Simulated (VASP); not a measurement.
# C (Fddd) in VASP: a series of runs

Runs on C. Level: LDA. Tasks: single point.

Everything below comes from runs of VASP 6.6.1. Logs are shortened: lines on timing, memory, paths and dates and some standing lists are left out, and cuts for length are marked.

### Step 1. The cell of the first run

It takes space group Fddd (No. 70, orthorhombic). The conventional cell has a = 3.408 Å, b = 3.461 Å, c = 3.726 Å, α = 90.00°, β = 90.00°, γ = 90.00°. Within 2.0 Å of C (site symmetry 222) lie 4 C at 1.53 Å.

### Step 2. Single point, LDA

The input, INCAR:

```
PREC = Accurate ; ENCUT = 520
EDIFF = 1E-7 ; ISMEAR = 0
SIGMA = 0.05 ; LREAL = False
LASPH = True ; NELM = 100
ALGO = Normal ; ISIF = 2
LWAVE = False ; LCHARG = False
NBANDS = 11
```

The input, KPOINTS:

```
Automatic mesh
0
Gamma
  12 12 12
```

The input, POSCAR:

```
C
1.0
    0.0000000000      1.8628874625      1.7039681529
    1.7304547045      0.0000000000      1.7039681529
    1.7304547045      1.8628874625      0.0000000000
C
2
Direct
    0.5000000000      0.5000000000      0.5000000000
    0.7500000000      0.7500000000      0.7500000000
```

Potentials or basis: VASP PAW LDA potentials, release 64 (C).

Command:

```bash
$ cat potpaw_LDA.64/C/POTCAR > POTCAR
$ mpirun -np 1 vasp_std > vasp.out
```

OUTCAR:

```text
PREC = Accurate
   ENCUT = 520
   EDIFF = 1E-7
   ISMEAR = 0
   LREAL = False
   LASPH = True
   NELM = 100
   ISIF = 2

 ion  position               nearest neighbor table
   1  0.500  0.500  0.500-   2 1.53   2 1.53   2 1.53   2 1.53
   2  0.750  0.750  0.750-   1 1.53   1 1.53   1 1.53   1 1.53

  LATTYP: Found a face centered orthorhombic cell.
 ALAT       =     3.4079363058
 B/A-ratio  =     1.0155440415
 C/A-ratio  =     1.0932642487

  Lattice vectors:

 A1 = (   1.7304547045,   1.8628874625,   0.0000000000)
 A2 = (   0.0000000000,   1.8628874625,   1.7039681529)
 A3 = (   1.7304547045,   0.0000000000,   1.7039681529)

Analysis of symmetry for initial positions (statically):
=====================================================================
 Subroutine PRICEL returns:
 Original cell was already a primitive cell.

 Routine SETGRP: Setting up the symmetry group for a
 face centered orthorhombic supercell.

 Subroutine GETGRP returns: Found  8 space group operations
 (whereof  4 operations were pure point group operations)
 out of a pool of  8 trial point group operations.

The static configuration has the point symmetry D_2 .
 The point group associated with its full space group is D_2h.

Analysis of symmetry for dynamics (positions and initial velocities):
=====================================================================
 Subroutine PRICEL returns:
 Original cell was already a primitive cell.

 Routine SETGRP: Setting up the symmetry group for a
 face centered orthorhombic supercell.

 Subroutine GETGRP returns: Found  8 space group operations
 (whereof  4 operations were pure point group operations)
 out of a pool of  8 trial point group operations.

The dynamic configuration has the point symmetry D_2 .
 The point group associated with its full space group is D_2h.

 Subroutine INISYM returns: Found  8 space group operations
 (whereof  4 operations are pure point group operations),
 and found     1 'primitive' translations

----------------------------------------------------------------------------------------

                                     Primitive cell

  volume of cell :      10.9860

  direct lattice vectors                    reciprocal lattice vectors
     0.000000000  1.862887463  1.703968153    -0.288941397  0.268400540  0.293432714
     1.730454705  0.000000000  1.703968153     0.288941397 -0.268400540  0.293432714
     1.730454705  1.862887463  0.000000000     0.288941397  0.268400540 -0.293432714

  length of vectors
[... 85 lines left out ...]
   NSW    =      0    number of steps for IOM
   IBRION =     -1    ionic relax: 0-MD 1-quasi-New 2-CG
   NFREE  =      0    steps in history (QN), initial steepest desc. (CG)
   ISIF   =      2    stress and relaxation
   ISYM   =      2    0-nonsym 1-usesym 2-fastsym
   POTIM  = 0.5000    time-step for ionic-motion
   TEBEG  =    0.0;   TEEND  =   0.0 temperature during run
   PSTRESS=    0.0 pullay stress
   NELECT =       8.0000    total number of electrons
   NUPDOWN=      -1.0000    fix difference up-down
   EMIN   =  10.00;   EMAX   =-10.00  energy-range for DOS
   EFERMI =   0.00;   METHOD = LEGACY
   ISMEAR =     0;   SIGMA  =   0.05  broadening in eV -4-tet -1-fermi 0-gaus
   EFERMI_NEDOS =   21; number of points for ismear=-14 and -15
   IALGO  =     38    algorithm
   IMIX   =      4    mixing-type and parameters
     AMIX     =   0.40;   BMIX     =  1.00
     AMIX_MAG =   1.60;   BMIX_MAG =  1.00
  volume/ion in A,a.u.               =       5.49        37.07
  Fermi-wavevector in a.u.,A,eV,Ry     =   1.472851  2.783284 29.514970  2.169289
  Thomas-Fermi vector in A             =   2.587815
   LORBIT       =      0    0 simple, 1 ext, 2 COOP (PROOUT), +10 PAW based schemes
   GGA     = CA    functional components
   LHFCALC =     F    Hartree Fock is set to
   AEXX    =    0.0000 exact exchange contribution
   IVDW    =     0    specifies the selected vdW correction
   LEPSILON=     F    determine dielectric tensor
   LRPA    =     F    only Hartree local field effects (RPA)
 non-spin polarized calculation
 Gauss-broadening in eV      SIGMA  =   0.05
  energy-cutoff  :      520.00
  volume of cell :       10.99
 maximum number of plane-waves:       310
   NGX =  9   NGY =  9   NGZ =  9

 number of electron       8.0000000 magnetization

 Free energy of the ion-electron system (eV)
  ---------------------------------------------------
  ext. energy  EPLUGINS =         0.00000000
  ---------------------------------------------------
  free energy    TOTEN  =       -20.08860124 eV

  energy without entropy =      -20.08860124  energy(sigma->0) =      -20.08860124

 E-fermi :  10.9811     XC(G=0): -13.6619

 val. band max:       10.7637892456   @ k =   0.0000   0.0000   0.0000
 cond. band min:      13.6451233300   @ k =   0.3333   0.3333   0.0000
 fundamental gap:      2.8813340844
 Fermi energy:        10.9810522378

 k-point     1 :       0.0000    0.0000    0.0000
  band No.  band energies     occupation
      1     -11.5416      2.00000
      2       9.2965      2.00000
      3      10.5687      2.00000
      4      10.7638      2.00000
      5      15.4792      0.00000
      6      15.6696      0.00000
      7      16.5763      0.00000
      8      24.3608      0.00000
      9      29.7156      0.00000
     10      34.3448      0.00000
     11      35.1812      0.00000
[... 309 lines left out ...]
 k-point    24 :      -0.4167    0.1667    0.0000
  band No.  band energies     occupation
      1      -5.2005      2.00000
      2      -2.4165      2.00000
      3       5.0457      2.00000
      4       6.1839      2.00000
      5      17.0670      0.00000
      6      19.9837      0.00000
      7      22.8665      0.00000
      8      25.5334      0.00000
      9      29.4668      0.00000
     10      34.9297      0.00000
     11      34.9529      0.00000

 [... further k-points ...]
[... 5 lines left out ...]
  --------------------------------------------------------------------------------------
  -------------------------------------------------------------------------------------
  Total        1.7023250     -3.6447560      2.5424269      0.0000000      0.0000000      0.0000000
  in kB      248.2645584   -531.5458390    370.7837786      0.0000000      0.0000000      0.0000000
  external PRESSURE =      29.1674993 kB  Pullay stress =       0.0000000 kB

 VOLUME and BASIS-vectors are now :
 -----------------------------------------------------------------------------
  energy-cutoff  :      520.00
  volume of cell :       10.99
      direct lattice vectors                 reciprocal lattice vectors
     0.000000000  1.862887463  1.703968153    -0.288941397  0.268400540  0.293432714
     1.730454705  0.000000000  1.703968153     0.288941397 -0.268400540  0.293432714
     1.730454705  1.862887463  0.000000000     0.288941397  0.268400540 -0.293432714

 POSITION                                       TOTAL-FORCE (eV/Angst)
 -----------------------------------------------------------------------------------
      1.73045      1.86289      1.70397        -0.000000      0.000000      0.000000
      2.59568      2.79433      2.55595         0.000000     -0.000000      0.000000
 -----------------------------------------------------------------------------------
    total drift:                                0.000000     -0.000000      0.000000

  FREE ENERGIE OF THE ION-ELECTRON SYSTEM (eV)
  ---------------------------------------------------
  free  energy   TOTEN  =       -20.0886012439 eV

  energy  without entropy=      -20.0886012439  energy(sigma->0) =      -20.08860124
```

stdout:

```text
POSCAR found type information on POSCAR C
 POSCAR found :  1 types and       2 ions
 scaLAPACK will be used
 LDA part: xc-table for (Slater(with rela. corr.)+CA(PZ))
 , standard interpolation
 POSCAR, INCAR and KPOINTS ok, starting setup
 FFT: planning ... GRIDC
 FFT: planning ... GRID_SOFT
 FFT: planning ... GRID
 WAVECAR not read
 entering main loop
```

Run time: 15 s. Hardware: 1 thread of Intel Xeon Platinum 8488C (Sapphire Rapids), shared host; peak memory 0.13 GiB.

What came out:

```
Free energy            : -20.0886 eV
Pressure               : 2.9 GPa
Band gap on the k mesh : 2.88 eV, indirect (least direct gap 4.72 eV)
```

Caveat: the cell differs from its parent crystal (strain +e along x and -e along y -0.0375, strain +e along z and -e/2 along x and y -0.0350).

### Step 3. Single point, LDA

The input, INCAR:

```
SYSTEM = C
PREC = Accurate ; ENCUT = 520
EDIFF = 1E-6 ; ISMEAR = 0
SIGMA = 0.05 ; LREAL = .False.
LASPH = .True. ; NELM = 80
ALGO = Normal ; ISIF = 2
LWAVE = .False. ; LCHARG = .False.
NBANDS = 11
```

The input, KPOINTS:

```
regular mesh
0
Gamma
  12 12 12
  0 0 0
```

The input, POSCAR:

```
C
1.0
    0.0000000000      1.8010855087      1.8275720603
    1.6686527507      0.0000000000      1.8275720603
    1.6686527507      1.8010855087      0.0000000000
C
2
Direct
    0.5000000000      0.5000000000      0.5000000000
    0.7500000000      0.7500000000      0.7500000000
```

Potentials or basis: VASP PAW LDA potentials, release 64 (C).

Command:

```bash
$ cat potpaw_LDA.64/C/POTCAR > POTCAR
$ mpirun -np 1 vasp_std > vasp.out
```

Wall time 13 s (1 thread of Intel Xeon Platinum 8488C (Sapphire Rapids), shared host); peak memory 0.13 GiB.

The run converged. Its results:

```
Free energy            : -20.0966 eV
Pressure               : 2.9 GPa
Band gap on the k mesh : 2.11 eV, indirect (least direct gap 4.23 eV)
```

Stress tensor (GPa, compression positive):
```
 51.68   0.00   0.00
  0.00 -13.34   0.00
  0.00   0.00 -29.69
```

Levels at points of the mesh, in eV from the valence-band top:
```tsv
k point	band 1	band 2	band 3	band 4	band 5	band 6	band 7	band 8	band 9
(0.00, 0.00, 0.00)	-22.54	-1.31	-1.04	0.00	4.23	5.17	5.35	13.43	18.73
(0.50, 0.00, 0.00)	-16.48	-14.48	-4.38	-2.93	6.75	7.40	9.92	15.01	21.05
(0.50, 0.50, 0.00)	-14.17	-14.17	-6.68	-6.68	4.89	4.89	15.85	15.85	21.97
(0.50, 0.00, 0.50)	-13.94	-13.94	-6.89	-6.89	4.55	4.55	15.82	15.82	22.11
(0.00, 0.50, 0.50)	-12.68	-12.68	-8.07	-8.07	2.69	2.69	16.54	16.54	23.46
```

Caveat: the cell differs from its parent crystal (strain +e along x and -e along y -0.0375, strain +e along z and -e/2 along x and y +0.0350).
